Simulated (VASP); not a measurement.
# Rh (Fd-3m) in VASP: a series of runs

The runs below take Rh through single point, relaxation of cell and atoms, with PBE.

All numbers are computed with VASP 6.6.1; they aren't measurements. Logs are shortened: lines on timing, memory, paths and dates and some standing lists are left out, and cuts for length are marked.

## 1. The cell of the first run

It takes space group Fd-3m (No. 227, cubic). The conventional cell has a = 5.730 Å, b = 5.730 Å, c = 5.730 Å, α = 90.00°, β = 90.00°, γ = 90.00°. Rh (site symmetry -43m) has 4 Rh at 2.48 Å within 3.3 Å.

## 2. Single point, PBE (volume scaled by 1.12)

The input, INCAR:

```
SYSTEM = Rh
ALGO     = Normal         ! electronic algorithm
EDIFF    = 1E-6           ! SCF threshold, eV
ENCUT    = 520            ! plane-wave cutoff, eV
GGA      = PE             ! functional
ISIF     = 2              ! what is computed and relaxed
ISMEAR   = -1             ! smearing method
LASPH    = .TRUE.         ! aspherical terms in the spheres
LCHARG   = .FALSE.        ! write CHGCAR
LREAL    = .FALSE.        ! projectors in reciprocal space
LWAVE    = .FALSE.        ! write WAVECAR
NBANDS   = 22             ! bands
NELM     = 80             ! most SCF steps
PREC     = Accurate       ! precision mode
SIGMA    = 0.1            ! smearing width, eV
```

The input, KPOINTS:

```
k-points
0
G
  11 11 11
  0 0 0
```

The input, POSCAR:

```
Rh
1.0
    0.0000000000      2.8647836063      2.8647836063
    2.8647836063      0.0000000000      2.8647836063
    2.8647836063      2.8647836063      0.0000000000
Rh
2
Direct
    0.1250000000      0.1250000000      0.1250000000
    0.8750000000      0.8750000000      0.8750000000
```

Potentials or basis: VASP PAW PBE potentials, release 64 (Rh_pv).

Launch:

```console
$ cat potpaw_PBE.64/Rh_pv/POTCAR > POTCAR
$ mpirun -np 1 vasp_std > vasp.out
```

OUTCAR:

```text
SYSTEM = Rh
   EDIFF = 1E-6
   ENCUT = 520
   GGA = PE
   ISIF = 2
   ISMEAR = -1
   LASPH = .TRUE.
   LREAL = .FALSE.
   NELM = 80
   PREC = Accurate

 ion  position               nearest neighbor table
   1  0.125  0.125  0.125-   2 2.48   2 2.48   2 2.48   2 2.48
   2  0.875  0.875  0.875-   1 2.48   1 2.48   1 2.48   1 2.48

  LATTYP: Found a face centered cubic cell.
 ALAT       =     5.7295672126

  Lattice vectors:

 A1 = (   0.0000000000,   2.8647836063,   2.8647836063)
 A2 = (   2.8647836063,   0.0000000000,   2.8647836063)
 A3 = (   2.8647836063,   2.8647836063,   0.0000000000)

Analysis of symmetry for initial positions (statically):
=====================================================================
 Subroutine PRICEL returns:
 Original cell was already a primitive cell.

 Routine SETGRP: Setting up the symmetry group for a
 face centered cubic supercell.

 Subroutine GETGRP returns: Found 48 space group operations
 (whereof 12 operations were pure point group operations)
 out of a pool of 48 trial point group operations.

The static configuration has the point symmetry D_3d.
 The point group associated with its full space group is O_h .

Analysis of symmetry for dynamics (positions and initial velocities):
=====================================================================
 Subroutine PRICEL returns:
 Original cell was already a primitive cell.

 Routine SETGRP: Setting up the symmetry group for a
 face centered cubic supercell.

 Subroutine GETGRP returns: Found 48 space group operations
 (whereof 12 operations were pure point group operations)
 out of a pool of 48 trial point group operations.

The dynamic configuration has the point symmetry D_3d.
 The point group associated with its full space group is O_h .

 Subroutine INISYM returns: Found 48 space group operations
 (whereof 12 operations are pure point group operations),
 and found     1 'primitive' translations

----------------------------------------------------------------------------------------

                                     Primitive cell

  volume of cell :      47.0225

  direct lattice vectors                    reciprocal lattice vectors
     0.000000000  2.864783606  2.864783606    -0.174533252  0.174533252  0.174533252
     2.864783606  0.000000000  2.864783606     0.174533252 -0.174533252  0.174533252
     2.864783606  2.864783606  0.000000000     0.174533252  0.174533252 -0.174533252

  length of vectors
     4.051415829  4.051415829  4.051415829     0.302300461  0.302300461  0.302300461

[... 73 lines left out ...]
   ICHARG =      2    charge: 1-file 2-atom 10-const
   ISPIN  =      1    spin polarized calculation?
   LNONCOLLINEAR =      F non collinear calculations
   LSORBIT =      F    spin-orbit coupling
   LASPH  =      T    aspherical Exc in radial PAW
   ENCUT  =  520.0 eV  38.22 Ry    6.18 a.u.   7.53  7.53  7.53*2*pi/ulx,y,z
   NELM   =     80;   NELMIN=  2; NELMDL= -5     # of ELM steps
   EDIFF  = 0.1E-05   stopping-criterion for ELM
   LREAL  =      F    real-space projection
   EDIFFG = 0.1E-04   stopping-criterion for IOM
   NSW    =      0    number of steps for IOM
   IBRION =     -1    ionic relax: 0-MD 1-quasi-New 2-CG
   NFREE  =      0    steps in history (QN), initial steepest desc. (CG)
   ISIF   =      2    stress and relaxation
   ISYM   =      2    0-nonsym 1-usesym 2-fastsym
   POTIM  = 0.5000    time-step for ionic-motion
   TEBEG  =    0.0;   TEEND  =   0.0 temperature during run
   PSTRESS=    0.0 pullay stress
   NELECT =      30.0000    total number of electrons
   NUPDOWN=      -1.0000    fix difference up-down
   EMIN   =  10.00;   EMAX   =-10.00  energy-range for DOS
   EFERMI =   0.00;   METHOD = LEGACY
   ISMEAR =    -1;   SIGMA  =   0.10  broadening in eV -4-tet -1-fermi 0-gaus
   EFERMI_NEDOS =   21; number of points for ismear=-14 and -15
   IALGO  =     38    algorithm
   IMIX   =      4    mixing-type and parameters
     AMIX     =   0.40;   BMIX     =  1.00
     AMIX_MAG =   1.60;   BMIX_MAG =  1.00
  volume/ion in A,a.u.               =      23.51       158.66
  Fermi-wavevector in a.u.,A,eV,Ry     =   1.409332  2.663252 27.024133  1.986218
  Thomas-Fermi vector in A             =   2.531399
   LORBIT       =      0    0 simple, 1 ext, 2 COOP (PROOUT), +10 PAW based schemes
   GGA     = PE    functional components
   LHFCALC =     F    Hartree Fock is set to
   AEXX    =    0.0000 exact exchange contribution
   IVDW    =     0    specifies the selected vdW correction
   LEPSILON=     F    determine dielectric tensor
   LRPA    =     F    only Hartree local field effects (RPA)
 non-spin polarized calculation
  energy-cutoff  :      520.00
  volume of cell :       47.02
 maximum number of plane-waves:      1295
 NGX is ok and might be reduce to    30
   NGX = 15   NGY = 15   NGZ = 15

 number of electron      29.9999997 magnetization

 Free energy of the ion-electron system (eV)
  ---------------------------------------------------
  ext. energy  EPLUGINS =         0.00000000
  ---------------------------------------------------
  free energy    TOTEN  =       -12.16787064 eV

  energy without entropy =      -12.03234335  energy(sigma->0) =      -12.10010700

 E-fermi :   4.9885     XC(G=0): -10.4744

 val. band max:        4.9787611473   @ k =  -0.4545   0.1818   0.0909
 cond. band min:       5.0056582211   @ k =   0.2727   0.0909   0.0000
 fundamental gap:      0.0268970738
 Fermi energy:         4.9885173000

 k-point     1 :       0.0000    0.0000    0.0000
  band No.  band energies     occupation
      1     -41.6939      2.00000
      2     -41.6939      2.00000
      3     -41.6939      2.00000
      4     -41.2619      2.00000
      5     -41.2619      2.00000
      6     -41.2619      2.00000
[... 589 lines left out ...]
     21      15.7597      0.00000
     22      18.1578      0.00000

 [... further k-points ...]
[... 5 lines left out ...]
  --------------------------------------------------------------------------------------
  -------------------------------------------------------------------------------------
  Total       -3.1352568     -3.1352568     -3.1352568      0.0000000     -0.0000000      0.0000000
  in kB     -106.8263115   -106.8263115   -106.8263115      0.0000000     -0.0000000      0.0000000
  external PRESSURE =    -106.8263115 kB  Pullay stress =       0.0000000 kB

 VOLUME and BASIS-vectors are now :
 -----------------------------------------------------------------------------
  energy-cutoff  :      520.00
  volume of cell :       47.02
      direct lattice vectors                 reciprocal lattice vectors
     0.000000000  2.864783606  2.864783606    -0.174533252  0.174533252  0.174533252
     2.864783606  0.000000000  2.864783606     0.174533252 -0.174533252  0.174533252
     2.864783606  2.864783606  0.000000000     0.174533252  0.174533252 -0.174533252

 POSITION                                       TOTAL-FORCE (eV/Angst)
 -----------------------------------------------------------------------------------
      0.71620      0.71620      0.71620        -0.000000     -0.000000     -0.000000
      5.01337      5.01337      5.01337         0.000000      0.000000      0.000000
 -----------------------------------------------------------------------------------
    total drift:                               -0.000000      0.000000      0.000000

  FREE ENERGIE OF THE ION-ELECTRON SYSTEM (eV)
  ---------------------------------------------------
  free  energy   TOTEN  =       -12.1678706407 eV

  energy  without entropy=      -12.0323433533  energy(sigma->0) =      -12.10010700
```

Wall time 32 s (1 thread of Intel Xeon Platinum 8488C (Sapphire Rapids), shared host); peak memory 0.19 GiB.

What came out:

```yaml
Free_energy: -12.1679 eV
Pressure: -10.7 GPa
Band_gap_on_the_k_mesh: zero (band 15 reaches 5.46 eV, above the bottom of band 16 at 4.53 eV)
```

Levels at points of the mesh, in eV from the Fermi level:
```
           k point  band 11  band 12  band 13  band 14  band 15  band 16  band 17  band 18  band 19  band 20
(0.00, 0.00, 0.00)    -3.34    -3.34    -1.21    -1.21    -1.21     0.27     0.27    11.93    11.93    11.93
```

Caveat: the cell differs from its parent crystal (volume scaled by 1.12).

## 3. Relaxation of cell and atoms, PBE

This run uses another cell than the first one, of 18.56 Å³/atom, 0.790 times its volume.

The input, INCAR:

```
SYSTEM = Rh
  PREC = Accurate
  ENCUT = 600
  EDIFF = 1E-6
  ISMEAR = -1
  SIGMA = 0.1
  LREAL = .False.
  LASPH = .True.
  NELM = 80
  ALGO = Normal
  ISIF = 3
  LWAVE = .False.
  LCHARG = .False.
  GGA = PE
  IBRION = 2
  NSW = 80
  EDIFFG = -0.01
```

The input, KPOINTS:

```
Automatic mesh
0
Gamma
  10 10 10
  0 0 0
```

The input, POSCAR:

```
Rh
1.0
    0.0000000000      2.6478639740      2.6478639740
    2.6478639740      0.0000000000      2.6478639740
    2.6478639740      2.6478639740      0.0000000000
Rh
2
Direct
    0.1250000000      0.1250000000      0.1250000000
    0.8750000000      0.8750000000      0.8750000000
```

Potentials or basis: VASP PAW PBE potentials, release 64 (Rh_pv).

Launch:

```console
$ cat potpaw_PBE.64/Rh_pv/POTCAR > POTCAR
$ mpirun -np 1 vasp_std > vasp.out
```

Run time: 2.7 min. Hardware: 1 thread of Intel Xeon Platinum 8488C (Sapphire Rapids), shared host; peak memory 0.19 GiB.

The run converged. Its results:

```
Free energy                            : -12.3484 eV
Relaxed volume                         : 21.00 Å³/atom
Relaxed cell                           : a = 3.902 Å, b = 3.902 Å, c = 3.902 Å, α = 60.00°, β = 60.00°, γ = 60.00°
Space group after relaxing (to 0.05 Å) : Fd-3m (No. 227)
Energy gained by relaxing              : 144.9 meV/atom
Ionic steps                            : 16
Pressure after relaxing                : 0.1 GPa
Band gap on the k mesh                 : zero (band 15 reaches 6.94 eV, above the bottom of band 16 at 5.77 eV)
```

Step by step:
```csv
step,energy change (eV),largest force (eV/Å),pressure (GPa),volume (Å³)
1,0.0000,0.0000,21.50,37.13
2,0.3308,0.0000,-15.54,52.19
3,-0.2887,0.0000,-1.02,42.35
4,-0.2897,0.0000,-0.16,42.08
5,-0.2897,0.0000,0.17,41.97
6,-0.2897,0.0000,0.13,41.97
7,-0.2897,0.0000,0.13,41.98
8,-0.2897,0.0000,0.13,41.98
9,-0.2897,0.0000,0.13,41.98
10,-0.2897,0.0000,0.13,41.98
11,-0.2897,0.0000,0.13,41.98
12,-0.2897,0.0000,0.13,41.98
13,-0.2897,0.0000,0.11,41.98
14,-0.2897,0.0000,0.12,41.98
15,-0.2897,0.0000,0.10,41.99
16,-0.2897,0.0000,0.07,41.99
```

Final structure:
```
Rh
1.0
     0.00000    2.75878    2.75878
     2.75878    0.00000    2.75878
     2.75878    2.75878    0.00000
Rh
2
Cartesian
  0.6897 0.6897 0.6897
  4.8279 4.8279 4.8279
```

Levels at points of the mesh, in eV from the Fermi level:
```csv
k point,band 12,band 13,band 14,band 15,band 16,band 17,band 18,band 19
"(0.00, 0.00, 0.00)",-3.86,-1.42,-1.42,-1.42,0.36,0.36,12.50,12.68
"(0.50, 0.00, 0.00)",-3.64,-0.91,-0.91,-0.66,0.05,0.05,1.83,9.38
"(0.50, 0.50, 0.00)",-2.16,-2.08,-2.08,0.30,0.30,2.30,2.30,4.76
```

(Part 1 of 2 ends here.)
